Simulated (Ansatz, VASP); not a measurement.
**Ti in VASP and in Ansatz**

The input INCAR:

```
PREC = Accurate ; ENCUT = 520
EDIFF = 1E-6 ; ISMEAR = 0
SIGMA = 0.15 ; LREAL = False
LASPH = True ; NELM = 60
ALGO = Fast ; ISIF = 2
LWAVE = False ; LCHARG = True
GGA = PS ; LELF = True
LVHAR = True ; NBANDS = 45
```

File KPOINTS:

```
regular mesh
0
Gamma
  19 19 4
```

File POSCAR:

```
Ti
1.0
    2.0300000000     -2.0300000000      0.0000000000
    2.0300000000      0.0000000000     -2.0300000000
    8.1200000000      8.1200000000      8.1200000000
Ti
6
Direct
    0.6666666667      0.6666666667      0.1666666667
    0.0000000000      0.0000000000      0.0000000000
    0.3333333333      0.3333333333      0.3333333333
    0.6666666667      0.6666666667      0.6666666667
    0.0000000000      0.0000000000      0.5000000000
    0.3333333333      0.3333333333      0.8333333333
```

Input for Ansatz:

```yaml
crystal:
  lattice:
    - [2.03, -2.03, 0.0]
    - [2.03, 0.0, -2.03]
    - [8.12, 8.12, 8.12]
  atoms:
    - { symbol: Ti, position: [0.6666666667, 0.6666666667, 0.1666666667] }
    - { symbol: Ti, position: [0.0, 0.0, 0.0] }
    - { symbol: Ti, position: [0.3333333333, 0.3333333333, 0.3333333333] }
    - { symbol: Ti, position: [0.6666666667, 0.6666666667, 0.6666666667] }
    - { symbol: Ti, position: [0.0, 0.0, 0.5] }
    - { symbol: Ti, position: [0.3333333333, 0.3333333333, 0.8333333333] }
basis:
  ecutwfc: 420
kpoints:
  mp_grid: { grid: [19, 19, 4] }
hamiltonian:
  xc: pbesol
scf:
  occupations: { method: gaussian, width: 0.15 }
output:
  forces: true
  stress: true
  eigenvalues: true
  write_density: true
  write_potential: true
  elf: true
  volumetric_format: npy
```

Alike in both runs: task single point; functional PBEsol; k mesh 19 × 19 × 4; occupations gaussian, width 0.15 eV; no spin polarisation.

```csv
,VASP,Ansatz
version,VASP 6.6.1,Ansatz 0.2.0
potentials or method,"VASP PAW PBE potentials, release 64 (Ti_sv), cutoff 520 eV","scalar-relativistic, plane waves, PAW"
valence electrons in the cell,72,72
```

Ansatz gave:

| Property | Result |
| --- | --- |
| gap on the k mesh at the Fermi level (eV) | none |
| pressure (GPa) | -0.3 |

What did VASP give for the same quantities?

gap on the k mesh at the Fermi level (eV): none; pressure (GPa): -0.7.

VASP's potentials were made for PBE, not for PBEsol. A gap of «none» marks a metal or a gap that the smearing closes. The functional is the same, so the differences come from potentials, cutoffs and numerics.
